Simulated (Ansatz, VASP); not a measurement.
Two plane-wave programs on BeS

INCAR

```
PREC     = Accurate       # precision mode
ENCUT    = 520            # plane-wave cutoff, eV
EDIFF    = 1E-6           # SCF threshold, eV
ISMEAR   = 0              # smearing method
SIGMA    = 0.05           # smearing width, eV
LREAL    = F              # projectors in reciprocal space
LASPH    = T              # aspherical terms in the spheres
NELM     = 100            # most SCF steps
ALGO     = Normal         # electronic algorithm
ISIF     = 2              # what is computed and relaxed
LWAVE    = F              # write WAVECAR
LCHARG   = F              # write CHGCAR
GGA      = PE             # functional
NBANDS   = 11             # bands
```

Contents of KPOINTS:

```
Automatic mesh
0
Gamma
  10 10 10
```

Contents of POSCAR:

```
BeS
1.0
    0.0000000000      2.4250000000      2.4250000000
    2.4250000000      0.0000000000      2.4250000000
    2.4250000000      2.4250000000      0.0000000000
Be S
1 1
Direct
    0.0000000000      0.0000000000      0.0000000000
    0.2500000000      0.2500000000      0.2500000000
```

Input for Ansatz:

```yaml
crystal:
  lattice:
    - [0.0, 2.425, 2.425]
    - [2.425, 0.0, 2.425]
    - [2.425, 2.425, 0.0]
  atoms:
    - { symbol: Be, position: [0.0, 0.0, 0.0] }
    - { symbol: S, position: [0.25, 0.25, 0.25] }
basis:
  ecutwfc: 420
  fft_grid_basis: typed
kpoints:
  mp_grid: { grid: [10, 10, 10] }
hamiltonian:
  xc: pbe
  pseudopotentials: { kind: paw }
scf:
  occupations: { method: gaussian, width: 0.05 }
output:
  forces: true
  stress: true
  eigenvalues: true
  bader: true
  write_density: true
  volumetric_format: npy
  elf: true
```

Alike in both runs: task single point; functional PBE; k mesh 10 × 10 × 10; occupations gaussian, width 0.05 eV; no spin polarisation.

|  | VASP | Ansatz |
| --- | --- | --- |
| version | VASP 6.6.1 | Ansatz 0.2.0 |
| potentials or method | VASP PAW PBE potentials, release 64 (Be, S), cutoff 520 eV | scalar-relativistic, plane waves, PAW |
| valence electrons in the cell | 8 | 8 |

Ansatz gave:

* gap on the k mesh at the Fermi level (eV): 3.11
* pressure (GPa): 1.5

Which values does VASP return?

gap on the k mesh at the Fermi level (eV): 3.11; pressure (GPa): 1.6.
